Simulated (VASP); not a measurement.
Te:

```
Te
1.0
     4.45400    0.00000    0.00000
    -2.22700    3.85728    0.00000
     0.00000    0.00000    5.92400
Te
3
Direct
  0.26900 0.00000 0.33333
  0.00000 0.26900 0.66667
  0.73100 0.73100 0.00000
```

| Property | Result |
| --- | --- |
| Program | VASP 6.6.1 |
| Task | relaxation of cell and atoms |
| Functional | PBEsol |
| Potentials or basis | VASP PAW PBE potentials, release 64 (Te) |
| Cutoff | 600 eV |
| k mesh | 9 × 9 × 6 |
| Occupations | fermi-dirac, width 0.05 eV |
| Spin | no spin polarisation |

At the start: pressure -0.9 GPa; volume 33.93 Å³/atom.

Problem. How do energy, volume and symmetry change on relaxing?

Solution. Over 17 steps the energy falls by 11.3 meV/atom and the volume is 32.03 Å³/atom (-5.6 %); space group P3_121 (No. 152, to 0.05 Å).

Step by step:
```
step  energy change (eV)  largest force (eV/Å)  pressure (GPa)  volume (Å³)
   1              0.0000                0.1281           -0.88       101.78
   2             -0.0095                0.2315            0.28        99.07
   3             -0.0095                0.2363            0.34        98.94
   4             -0.0186                0.1881            0.30        98.17
   5             -0.0324                0.0655            0.36        95.88
   6             -0.0327                0.0466            0.40        95.47
   7             -0.0321                0.0222           -0.52        97.06
   8             -0.0336                0.0160           -0.01        96.16
   9             -0.0337                0.0126           -0.01        96.17
  10             -0.0338                0.0094            0.00        96.17
  11             -0.0338                0.0029            0.00        96.18
  12             -0.0338                0.0054            0.00        96.18
  13             -0.0338                0.0054            0.00        96.18
  14             -0.0338                0.0024           -0.01        96.19
  15             -0.0338                0.0005           -0.03        96.19
  16             -0.0338                0.0004           -0.03        96.17
  17             -0.0338                0.0000           -0.01        96.10
```

Final structure:
```yaml
crystal:
  lattice:
    - [4.31446, 0.00000, 0.00000]
    - [-2.15723, 3.73643, 0.00000]
    - [0.00000, 0.00000, 5.96149]
  atoms:
    - { symbol: Te, position: [0.28474, 0.00000, 0.33333] }
    - { symbol: Te, position: [0.00000, 0.28474, 0.66667] }
    - { symbol: Te, position: [0.71526, 0.71526, 0.00000] }
```

Caveat: the PAW data sets were made with another functional, which shifts forces and pressure a little.
